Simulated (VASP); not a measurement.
A run of VASP 6.6.1:

The input INCAR:

```
SYSTEM = Ru
PREC = Accurate ; ENCUT = 600
EDIFF = 1E-7 ; ISMEAR = 0
SIGMA = 0.1 ; LREAL = .FALSE.
LASPH = .TRUE. ; NELM = 80
ALGO = Normal ; ISIF = 3
LWAVE = .FALSE. ; LCHARG = .FALSE.
GGA = PS ; IBRION = 2
NSW = 100 ; EDIFFG = -0.005
```

Contents of KPOINTS:

```
Automatic mesh
0
G
  18 18 18
  0 0 0
```

File POSCAR:

```
Ru
1.0
    0.0000000000      1.8956891339      1.8956891339
    1.8956891339      0.0000000000      1.8956891339
    1.8956891339      1.8956891339      0.0000000000
Ru
1
Direct
    0.0000000000      0.0000000000      0.0000000000
```

Potentials or basis: VASP PAW PBE potentials, release 64 (Ru_pv).

Command:

```bash
$ cat potpaw_PBE.64/Ru_pv/POTCAR > POTCAR
$ mpirun -np 1 vasp_std > vasp.out
```

Hardware: 1 thread of Intel(R) Xeon(R) 6975P-C (Granite Rapids), on a shared host.

Problem. Estimate the wall time of this run.

Solution. Wall time 41 s on 1 thread of Intel(R) Xeon(R) 6975P-C (Granite Rapids) (shared host), peak memory 0.17 GiB. Counts: scf iterations 35, k points 195, ion steps 4.
